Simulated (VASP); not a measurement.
A run of VASP 6.6.1 is set up as follows.

Contents of INCAR:

```
SYSTEM = HfC
  ALGO = Normal
  EDIFF = 1E-7
  ENCUT = 520
  GGA = PE
  ISIF = 2
  ISMEAR = 0
  LASPH = .TRUE.
  LCHARG = .FALSE.
  LREAL = .FALSE.
  LWAVE = .FALSE.
  NBANDS = 14
  NELM = 100
  PREC = Accurate
  SIGMA = 0.1
```

The input KPOINTS:

```
k-points
0
G
  16 16 16
  0 0 0
```

POSCAR

```
HfC
1.0
    0.0000000000      2.3257467153      2.3257467153
    2.3257467153      0.0000000000      2.3257467153
    2.3257467153      2.3257467153      0.0000000000
Hf C
1 1
Direct
    0.5000000000      0.5000000000      0.5000000000
    0.0000000000      0.0000000000      0.0000000000
```

Potentials or basis: VASP PAW PBE potentials, release 64 (Hf_pv, C).

Command:

```console
$ cat potpaw_PBE.64/Hf_pv/POTCAR potpaw_PBE.64/C/POTCAR > POTCAR
$ mpirun -np 1 vasp_std > vasp.out
```

Problem. What does it give for the band gap on the k mesh?

Solution. Zero (band 7 reaches 6.95 eV, above the bottom of band 8 at 5.52 eV).

Problem. What does it give for the pressure?

Solution. -0.7 GPa.

Caveat: spin-orbit coupling is left out, which moves the levels of the heavy elements.
